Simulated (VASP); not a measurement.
# MgB2 (P6/mmm) in VASP: settings compared

MgB2 is run at these levels: r2SCAN, revPBE; tasks: relaxation of shape and atoms at fixed volume, single point.

All numbers are computed with VASP 6.6.1; they aren't measurements. Logs are shortened: lines on timing, memory, paths and dates and some standing lists are left out, and cuts for length are marked.

### 1 The cell of the first run

It takes space group P6/mmm (No. 191, hexagonal). Conventional cell: a = 3.100 Å, b = 3.100 Å, c = 3.507 Å, α = 90.00°, β = 90.00°, γ = 120.00°. Mg (site symmetry 6/mmm) has 12 B at 2.51 Å and 6 Mg at 3.10 Å within 3.3 Å. Within 2.4 Å of B (site symmetry -6m2) lie 3 B at 1.79 Å.

### 2 Relaxation of shape and atoms at fixed volume, r2SCAN (9.73 Å³/atom)

Input file POSCAR:

```
MgB2
1.0
    3.0995269299      0.0000000000      0.0000000000
   -1.5497634650      2.6842690610      0.0000000000
    0.0000000000      0.0000000000      3.5069798540
Mg B
1 2
Direct
    0.0000000000      0.0000000000      0.0000000000
    0.3333333333      0.6666666667      0.5000000000
    0.6666666667      0.3333333333      0.5000000000
```

Input file INCAR.step1:

```
PREC = Accurate
ENCUT = 600
ISMEAR = 0
SIGMA = 0.05
LREAL = False
LASPH = True
NELM = 100
GGA = PE
ALGO = Normal
EDIFF = 1E-4
LWAVE = True
LCHARG = False
```

Input file INCAR.step2:

```
PREC = Accurate
ENCUT = 600
EDIFF = 1E-6
ISMEAR = 0
SIGMA = 0.05
LREAL = False
LASPH = True
NELM = 100
ALGO = Normal
ISIF = 4
LWAVE = False
LCHARG = False
METAGGA = R2SCAN
LMIXTAU = True
IBRION = 2
NSW = 60
EDIFFG = -0.01
ISTART = 1
```

Input file KPOINTS:

```
regular mesh
0
Gamma
  8 8 6
```

Potentials or basis: VASP PAW PBE potentials, release 64 (Mg, B).

Started as:

```sh
> cat potpaw_PBE.64/Mg/POTCAR potpaw_PBE.64/B/POTCAR > POTCAR
> cp INCAR.step1 INCAR
> mpirun -np 1 vasp_std > vasp.out
> cp INCAR.step2 INCAR
> mpirun -np 1 vasp_std > vasp.out
```

OUTCAR:

```text
PREC = Accurate
   ENCUT = 600
   EDIFF = 1E-6
   ISMEAR = 0
   LREAL = False
   LASPH = True
   NELM = 100
   ISIF = 4
   METAGGA = R2SCAN
   IBRION = 2
   NSW = 60
   EDIFFG = -0.01
   ISTART = 1

 ion  position               nearest neighbor table
   1  0.000  0.000  0.000-   2 2.51   3 2.51   2 2.51   3 2.51   3 2.51   3 2.51   2 2.51   2 2.51
                             3 2.51   3 2.51   2 2.51   2 2.51
   2  0.333  0.667  0.500-   3 1.79   3 1.79   3 1.79   1 2.51   1 2.51   1 2.51   1 2.51   1 2.51
                             1 2.51
   3  0.667  0.333  0.500-   2 1.79   2 1.79   2 1.79   1 2.51   1 2.51   1 2.51   1 2.51   1 2.51
                             1 2.51

  LATTYP: Found a hexagonal cell.
 ALAT       =     3.0995269299
 C/A-ratio  =     1.1314564878

  Lattice vectors:

 A1 = (   3.0995269299,   0.0000000000,   0.0000000000)
 A2 = (  -1.5497634650,   2.6842690610,   0.0000000000)
 A3 = (   0.0000000000,   0.0000000000,   3.5069798540)

Analysis of symmetry for initial positions (statically):
=====================================================================
 Subroutine PRICEL returns:
 Original cell was already a primitive cell.

 Routine SETGRP: Setting up the symmetry group for a
 hexagonal supercell.

 Subroutine GETGRP returns: Found 24 space group operations
 (whereof 24 operations were pure point group operations)
 out of a pool of 24 trial point group operations.

The static configuration has the point symmetry D_6h.

Analysis of symmetry for dynamics (positions and initial velocities):
=====================================================================
 Subroutine PRICEL returns:
 Original cell was already a primitive cell.

 Routine SETGRP: Setting up the symmetry group for a
 hexagonal supercell.

 Subroutine GETGRP returns: Found 24 space group operations
 (whereof 24 operations were pure point group operations)
 out of a pool of 24 trial point group operations.

The dynamic configuration has the point symmetry D_6h.

 Subroutine INISYM returns: Found 24 space group operations
 (whereof 24 operations are pure point group operations),
 and found     1 'primitive' translations

----------------------------------------------------------------------------------------

                                     Primitive cell

  volume of cell :      29.1779

  direct lattice vectors                    reciprocal lattice vectors
     3.099526930  0.000000000  0.000000000     0.322629880  0.186270448  0.000000000
    -1.549763465  2.684269061  0.000000000     0.000000000  0.372540896  0.000000000
     0.000000000  0.000000000  3.506979854     0.000000000  0.000000000  0.285145636

  length of vectors
     3.099526930  3.099526930  3.506979854     0.372540896  0.372540896  0.285145636

  position of ions in fractional coordinates (direct lattice)
     0.000000000  0.000000000  0.000000000
     0.333333333  0.666666667  0.500000000
     0.666666667  0.333333333  0.500000000

  ion indices of the primitive-cell ions
   primitive index   ion index
                 1           1
                 2           2
                 3           3

----------------------------------------------------------------------------------------

 KPOINTS: regular mesh

Automatic generation of k-mesh.
 Grid dimensions read from file:
 generate k-points for:    8    8    6

 Generating k-lattice:

[... 67 lines left out ...]
   ISIF   =      4    stress and relaxation
   ISYM   =      2    0-nonsym 1-usesym 2-fastsym
   POTIM  = 0.5000    time-step for ionic-motion
   TEBEG  =    0.0;   TEEND  =   0.0 temperature during run
   PSTRESS=    0.0 pullay stress
   NELECT =       8.0000    total number of electrons
   NUPDOWN=      -1.0000    fix difference up-down
   EMIN   =  10.00;   EMAX   =-10.00  energy-range for DOS
   EFERMI =   0.00;   METHOD = LEGACY
   ISMEAR =     0;   SIGMA  =   0.05  broadening in eV -4-tet -1-fermi 0-gaus
   EFERMI_NEDOS =   21; number of points for ismear=-14 and -15
   IALGO  =     38    algorithm
   IMIX   =      4    mixing-type and parameters
     AMIX     =   0.40;   BMIX     =  1.00
     AMIX_MAG =   1.60;   BMIX_MAG =  1.00
  volume/ion in A,a.u.               =       9.73        65.63
  Fermi-wavevector in a.u.,A,eV,Ry     =   1.063539  2.009796 15.389745  1.131114
  Thomas-Fermi vector in A             =   2.199027
   LORBIT       =      0    0 simple, 1 ext, 2 COOP (PROOUT), +10 PAW based schemes
   METAGGA = R2SCAN    functional components
   LHFCALC =     F    Hartree Fock is set to
   AEXX    =    0.0000 exact exchange contribution
   IVDW    =     0    specifies the selected vdW correction
   LEPSILON=     F    determine dielectric tensor
   LRPA    =     F    only Hartree local field effects (RPA)
 conjugate gradient relaxation of ions
 non-spin polarized calculation
 Gauss-broadening in eV      SIGMA  =   0.05
  energy-cutoff  :      600.00
  volume of cell :       29.18
 maximum number of plane-waves:       999
 NGX is ok and might be reduce to    28
   NGX = 13   NGY = 13   NGZ = 15

--------------------------------------- Ionic step        1  -------------------------------------------

 number of electron       8.0000000 magnetization

 Free energy of the ion-electron system (eV)
  ---------------------------------------------------
  ext. energy  EPLUGINS =         0.00000000
  ---------------------------------------------------
  free energy    TOTEN  =       -19.39011339 eV

  energy without entropy =      -19.38897399  energy(sigma->0) =      -19.38954369

------------------------ aborting loop because EDIFF is reached ----------------------------------------

  FORCE on cell =-STRESS in cart. coord.  units (eV):
  Direction    XX          YY          ZZ          XY          YZ          ZX
  --------------------------------------------------------------------------------------
  -------------------------------------------------------------------------------------
  Total       -0.7037835     -0.7037835     -0.5270872      0.0000000      0.0000000     -0.0000000
  in kB      -38.6451469    -38.6451469    -28.9426541      0.0000000      0.0000000     -0.0000000
  external PRESSURE =     -35.4109826 kB  Pullay stress =       0.0000000 kB

 VOLUME and BASIS-vectors are now :
 -----------------------------------------------------------------------------
  energy-cutoff  :      600.00
  volume of cell :       29.18
      direct lattice vectors                 reciprocal lattice vectors
     3.099526930  0.000000000  0.000000000     0.322629880  0.186270448  0.000000000
    -1.549763465  2.684269061  0.000000000     0.000000000  0.372540896  0.000000000
     0.000000000  0.000000000  3.506979854     0.000000000  0.000000000  0.285145636

 POSITION                                       TOTAL-FORCE (eV/Angst)
 -----------------------------------------------------------------------------------
      0.00000      0.00000      0.00000        -0.000000      0.000000      0.000000
     -0.00000      1.78951      1.75349         0.000000      0.000000     -0.000000
      1.54976      0.89476      1.75349        -0.000000     -0.000000      0.000000
 -----------------------------------------------------------------------------------
    total drift:                                0.000000      0.000000     -0.000000

  FREE ENERGIE OF THE ION-ELECTRON SYSTEM (eV)
  ---------------------------------------------------
  free  energy   TOTEN  =       -19.3901133895 eV

  energy  without entropy=      -19.3889739898  energy(sigma->0) =      -19.38954369

--------------------------------------- Ionic step        2  -------------------------------------------

 number of electron       8.0000000 magnetization

 Free energy of the ion-electron system (eV)
  ---------------------------------------------------
  ext. energy  EPLUGINS =         0.00000000
  ---------------------------------------------------
  free energy    TOTEN  =       -19.39031660 eV

  energy without entropy =      -19.38891840  energy(sigma->0) =      -19.38961750

 E-fermi :   5.3012     XC(G=0): -11.5100

 val. band max:        5.2712666253   @ k =   0.1250   0.0000   0.3333
 cond. band min:       5.3314054101   @ k =   0.2500   0.2500   0.0000
 fundamental gap:      0.0601387847
 Fermi energy:         5.3012404502

 k-point     1 :       0.0000    0.0000    0.0000
  band No.  band energies     occupation
      1      -7.9300      2.00000
      2       2.2080      2.00000
      3       5.6066      0.00000
      4       5.6066      0.00000
      5       7.2901      0.00000
      6      11.7834      0.00000
      7      11.7834      0.00000
      8      13.5616      0.00000
[... 243 lines left out ...]
 k-point    24 :       0.3750    0.0000    0.3333
  band No.  band energies     occupation
      1      -4.6781      2.00000
      2      -0.4786      2.00000
      3       1.1565      2.00000
      4       3.4245      2.00000
      5       6.4864      0.00000
      6      10.9429      0.00000
      7      15.3959      0.00000
      8      15.5872      0.00000

 [... further k-points ...]

------------------------ aborting loop because EDIFF is reached ----------------------------------------

  FORCE on cell =-STRESS in cart. coord.  units (eV):
  Direction    XX          YY          ZZ          XY          YZ          ZX
  --------------------------------------------------------------------------------------
  -------------------------------------------------------------------------------------
  Total       -0.6395579     -0.6395579     -0.5958997      0.0000000     -0.0000000      0.0000000
  in kB      -35.1184800    -35.1184800    -32.7211852      0.0000000     -0.0000000      0.0000000
  external PRESSURE =     -34.3193818 kB  Pullay stress =       0.0000000 kB

 VOLUME and BASIS-vectors are now :
 -----------------------------------------------------------------------------
  energy-cutoff  :      600.00
  volume of cell :       29.18
      direct lattice vectors                 reciprocal lattice vectors
     3.096594007  0.000000000 -0.000000000     0.322935457  0.186446873 -0.000000000
    -1.548297003  2.681729075 -0.000000000    -0.000000000  0.372893746 -0.000000000
    -0.000000000  0.000000000  3.513626236     0.000000000  0.000000000  0.284606254

 POSITION                                       TOTAL-FORCE (eV/Angst)
 -----------------------------------------------------------------------------------
      3.09659      0.00000     -0.00000        -0.000000      0.000000     -0.000000
     -0.00000      1.78782      1.75681         0.000000     -0.000000      0.000000
      1.54830      0.89391      1.75681        -0.000000      0.000000      0.000000
 -----------------------------------------------------------------------------------
    total drift:                               -0.000000      0.000000     -0.000000

  FREE ENERGIE OF THE ION-ELECTRON SYSTEM (eV)
  ---------------------------------------------------
  free  energy   TOTEN  =       -19.3903165997 eV

  energy  without entropy=      -19.3889184010  energy(sigma->0) =      -19.38961750

 reached required accuracy - stopping structural energy minimisation
```

Wall time 37 s (1 thread of Intel Xeon 6975P-C (Granite Rapids), shared host); peak memory 0.16 GiB.

What came out:

```yaml
Free_energy: -19.3903 eV
Energy_gained_by_relaxing: 0.1 meV/atom
Ionic_steps: 2
Pressure_after_relaxing: -3.4 GPa
Band_gap_on_the_k_mesh: zero (bands 4 and 5 overlap by 2.70 eV)
```

The path:
```csv
step,energy change (eV),largest force (eV/Å),pressure (GPa),volume (Å³)
1,0.0000,0.0000,-3.54,29.18
2,-0.0002,0.0000,-3.43,29.18
```

Final structure:
```cif
data_structure
_symmetry_space_group_name_H-M 'P 1'
_symmetry_Int_Tables_number 1
_cell_length_a 3.0966
_cell_length_b 3.0966
_cell_length_c 3.5136
_cell_angle_alpha 90.000
_cell_angle_beta 90.000
_cell_angle_gamma 120.000
_cell_volume 29.18
loop_
_atom_site_label
_atom_site_type_symbol
_atom_site_fract_x
_atom_site_fract_y
_atom_site_fract_z
_atom_site_occupancy
Mg1 Mg 0.00000 0.00000 0.00000 1
B1 B 0.33333 0.66667 0.50000 1
B2 B 0.66667 0.33333 0.50000 1
```

Caveat: the PAW data sets were made with another functional, which shifts forces and pressure a little.

### 3 Single point, revPBE (9.58 Å³/atom)

This run uses another cell than the first one, of 9.58 Å³/atom.

Input file INCAR:

```
PREC = Accurate
ENCUT = 520
EDIFF = 1E-6
ISMEAR = 0
SIGMA = 0.05
LREAL = F
LASPH = T
NELM = 100
ALGO = Normal
ISIF = 2
LWAVE = F
LCHARG = F
GGA = RE
NBANDS = 11
```

Input file KPOINTS:

```
Automatic mesh
0
Gamma
  8 8 6
```

Input file POSCAR:

```
MgB2
1.0
    3.0827043896      0.0000000000      0.0000000000
   -1.5413521948      2.6697003137      0.0000000000
    0.0000000000      0.0000000000      3.4938048792
Mg B
1 2
Direct
    0.0000000000      0.0000000000      0.0000000000
    0.3333333333      0.6666666667      0.5000000000
    0.6666666667      0.3333333333      0.5000000000
```

Potentials or basis: VASP PAW PBE potentials, release 64 (Mg, B).

Started as:

```sh
> cat potpaw_PBE.64/Mg/POTCAR potpaw_PBE.64/B/POTCAR > POTCAR
> mpirun -np 1 vasp_std > vasp.out
```

OUTCAR:

```text
PREC = Accurate
   ENCUT = 520
   EDIFF = 1E-6
   ISMEAR = 0
   LREAL = F
   LASPH = T
   NELM = 100
   ISIF = 2
   GGA = RE

 ion  position               nearest neighbor table
   1  0.000  0.000  0.000-   2 2.49   3 2.49   2 2.49   3 2.49   2 2.49   2 2.49   3 2.49   3 2.49
                             3 2.49   3 2.49   2 2.49   2 2.49
   2  0.333  0.667  0.500-   3 1.78   3 1.78   3 1.78   1 2.49   1 2.49   1 2.49   1 2.49   1 2.49
                             1 2.49
   3  0.667  0.333  0.500-   2 1.78   2 1.78   2 1.78   1 2.49   1 2.49   1 2.49   1 2.49   1 2.49
                             1 2.49

  LATTYP: Found a hexagonal cell.
 ALAT       =     3.0827043896
 C/A-ratio  =     1.1333570909

  Lattice vectors:

 A1 = (   3.0827043896,   0.0000000000,   0.0000000000)
 A2 = (  -1.5413521948,   2.6697003137,   0.0000000000)
 A3 = (   0.0000000000,   0.0000000000,   3.4938048792)

Analysis of symmetry for initial positions (statically):
=====================================================================
 Subroutine PRICEL returns:
 Original cell was already a primitive cell.

 Routine SETGRP: Setting up the symmetry group for a
[... 185 lines left out ...]
      6      11.6900      0.00000
      7      11.6900      0.00000
      8      13.4348      0.00000
      9      15.4453      0.00000
     10      18.1441      0.00000
     11      21.7403      0.00000
[... 309 lines left out ...]
 k-point    24 :       0.3750    0.0000    0.3333
  band No.  band energies     occupation
      1      -3.9538      2.00000
      2       0.0102      2.00000
      3       1.4821      2.00000
      4       3.6931      2.00000
      5       6.5348      0.00000
      6      10.8285      0.00000
      7      14.9019      0.00000
      8      15.2470      0.00000
      9      15.8782      0.00000
     10      18.5754      0.00000
     11      18.9157      0.00000

 [... further k-points ...]

------------------------ aborting loop because EDIFF is reached ----------------------------------------

  FORCE on cell =-STRESS in cart. coord.  units (eV):
  Direction    XX          YY          ZZ          XY          YZ          ZX
  --------------------------------------------------------------------------------------
  -------------------------------------------------------------------------------------
  Total        0.4878116      0.4878116      0.4426996      0.0000000     -0.0000000     -0.0000000
  in kB       27.1812654     27.1812654     24.6675882      0.0000000     -0.0000000     -0.0000000
  external PRESSURE =      26.3433730 kB  Pullay stress =       0.0000000 kB

 VOLUME and BASIS-vectors are now :
 -----------------------------------------------------------------------------
  energy-cutoff  :      520.00
  volume of cell :       28.75
      direct lattice vectors                 reciprocal lattice vectors
     3.082704390  0.000000000  0.000000000     0.324390494  0.187286939  0.000000000
    -1.541352195  2.669700314  0.000000000     0.000000000  0.374573878  0.000000000
     0.000000000  0.000000000  3.493804879     0.000000000  0.000000000  0.286220907

 POSITION                                       TOTAL-FORCE (eV/Angst)
 -----------------------------------------------------------------------------------
      0.00000      0.00000      0.00000         0.000000      0.000000      0.000000
     -0.00000      1.77980      1.74690         0.000000      0.000000      0.000000
      1.54135      0.88990      1.74690        -0.000000     -0.000000      0.000000
 -----------------------------------------------------------------------------------
    total drift:                                0.000000     -0.000000     -0.000000

  FREE ENERGIE OF THE ION-ELECTRON SYSTEM (eV)
  ---------------------------------------------------
  free  energy   TOTEN  =       -14.6665372784 eV

  energy  without entropy=      -14.6641453009  energy(sigma->0) =      -14.66534129
```

OSZICAR:

```text
N       E                     dE             d eps       ncg     rms          rms(c)
DAV:   1     0.616298360165E+01    0.61630E+01   -0.37316E+03   960   0.609E+02
DAV:   2    -0.156697941246E+02   -0.21833E+02   -0.20485E+02  1090   0.111E+02
DAV:   3    -0.162510822606E+02   -0.58129E+00   -0.57862E+00  1249   0.150E+01
DAV:   4    -0.162521939509E+02   -0.11117E-02   -0.11115E-02   988   0.676E-01
DAV:   5    -0.162521987081E+02   -0.47572E-05   -0.47567E-05  1095   0.475E-02    0.523E+00
DAV:   6    -0.149301736778E+02    0.13220E+01   -0.15616E+00   979   0.582E+00    0.257E+00
DAV:   7    -0.146712848210E+02    0.25889E+00   -0.93998E-01  1024   0.450E+00    0.758E-01
DAV:   8    -0.146809098953E+02   -0.96251E-02   -0.10625E-01   961   0.175E+00    0.510E-01
DAV:   9    -0.146667851361E+02    0.14125E-01   -0.26703E-02   967   0.758E-01    0.945E-02
DAV:  10    -0.146665613287E+02    0.22381E-03   -0.19807E-03  1049   0.244E-01    0.357E-02
DAV:  11    -0.146665383407E+02    0.22988E-04   -0.13157E-04  1002   0.659E-02    0.532E-03
DAV:  12    -0.146665381247E+02    0.21598E-06   -0.10797E-05   976   0.161E-02    0.514E-03
DAV:  13    -0.146665372784E+02    0.84628E-06   -0.13240E-06   740   0.585E-03
   1 F= -.14666537E+02 E0= -.14665341E+02  d E =-.239198E-02
```

stdout:

```text
POSCAR found type information on POSCAR MgB
 POSCAR found :  2 types and       3 ions
 scaLAPACK will be used
 -----------------------------------------------------------------------------
|                                                                             |
|                                                                             |
|     You enforced a specific xc type in the INCAR file but a different       |
|     I HOPE YOU KNOW WHAT YOU ARE DOING!                                     |
|                                                                             |
 -----------------------------------------------------------------------------

 LDA part: xc-table for (Slater+PW92), standard interpolation
 POSCAR, INCAR and KPOINTS ok, starting setup
 FFT: planning ... GRIDC
 FFT: planning ... GRID_SOFT
 FFT: planning ... GRID
 WAVECAR not read
 entering main loop
```

Run time: 9.2 s. Hardware: 1 thread of Intel Xeon Platinum 8375C at 2.90GHz (Ice Lake), shared host; peak memory 0.14 GiB.

What came out:

| Property | Result |
| --- | --- |
| Free energy | -14.6665 eV |
| Pressure | 2.6 GPa |
| Band gap on the k mesh | zero (bands 4 and 5 overlap by 2.62 eV) |

Levels at points of the mesh, in eV from the Fermi level:
```tsv
k point	band 1	band 2	band 3	band 4	band 5	band 6	band 7	band 8
(0.00, 0.00, 0.00)	-12.53	-2.90	0.31	0.31	1.80	6.25	6.25	7.99
(0.50, 0.00, 0.00)	-8.65	-7.92	-2.23	0.23	3.13	3.80	5.46	7.30
(0.00, 0.00, 0.50)	-11.23	-7.46	0.71	0.71	6.58	6.58	7.92	9.82
(0.50, 0.00, 0.50)	-7.65	-6.99	-3.62	-1.93	-1.31	5.65	8.88	8.92
```

Caveat: the PAW data sets were made with another functional, which shifts forces and pressure a little.
